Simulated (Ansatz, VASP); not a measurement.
## Two plane-wave programs on SiGe

INCAR

```
ALGO = Normal ; EDIFF = 1E-7
ENCUT = 520 ; GGA = PS
ISIF = 2 ; ISMEAR = 0
LASPH = T ; LCHARG = F
LREAL = F ; LWAVE = F
NBANDS = 26 ; NELM = 100
PREC = Accurate ; SIGMA = 0.03
```

File KPOINTS:

```
k-points
0
Gamma
  12 12 6
```

Contents of POSCAR:

```
SiGe
1.0
    3.5885491402      0.0000000000      0.0000000000
   -1.7942745701      3.1077747182      0.0000000000
    0.0000000000      0.0000000000      5.9279213651
Si Ge
2 2
Direct
    0.6666666667      0.3333333333      0.8745463420
    0.3333333333      0.6666666667      0.3745463420
    0.6666666667      0.3333333333      0.5004526580
    0.3333333333      0.6666666667      0.0004526580
```

Input for Ansatz:

```yaml
crystal:
  lattice:
    - [3.5885491402, 0.0, 0.0]
    - [-1.7942745701, 3.1077747182, 0.0]
    - [0.0, 0.0, 5.9279213651]
  atoms:
    - { symbol: Si, position: [0.6666666667, 0.3333333333, 0.874546342] }
    - { symbol: Si, position: [0.3333333333, 0.6666666667, 0.374546342] }
    - { symbol: Ge, position: [0.6666666667, 0.3333333333, 0.500452658] }
    - { symbol: Ge, position: [0.3333333333, 0.6666666667, 0.000452658] }
basis:
  ecutwfc: 420
kpoints:
  mp_grid: { grid: [12, 12, 6] }
hamiltonian:
  xc: pbesol
scf:
  occupations: { method: gaussian, width: 0.03 }
output:
  forces: true
  stress: true
  eigenvalues: true
```

Change from the starting cell: strain -0.080 along x and y, -0.080 along z, atoms carried along.

Alike in both runs: task single point; functional PBEsol; k mesh 12 × 12 × 6; occupations gaussian, width 0.03 eV; no spin polarisation.

|  | VASP | Ansatz |
| --- | --- | --- |
| version | VASP 6.6.1 | Ansatz 0.2.0 |
| potentials or method | VASP PAW PBE potentials, release 64 (Si, Ge_d), cutoff 520 eV | scalar-relativistic, plane waves, PAW |
| valence electrons in the cell | 36 | 36 |

|  | VASP | Ansatz | Ansatz less VASP |
| --- | --- | --- | --- |
| gap on the k mesh at the Fermi level (eV) | none | none | - |
| pressure (GPa) | 34.9 | 34.9 | +0.04 |
| traceless stress, the component that is largest in VASP (GPa) | 0.25 | 0.25 | +0.007 |
| rms of the force components (eV/Å) | 0.084 | 0.084 | +0.0005 |

VASP's potentials were made for PBE, not for PBEsol. Atom by atom the forces differ by 0.001 eV/Å (rms over components). A gap of «none» marks a metal or a gap that the smearing closes. Both programs put the cell under a high pressure, so it lies far from rest at this level.
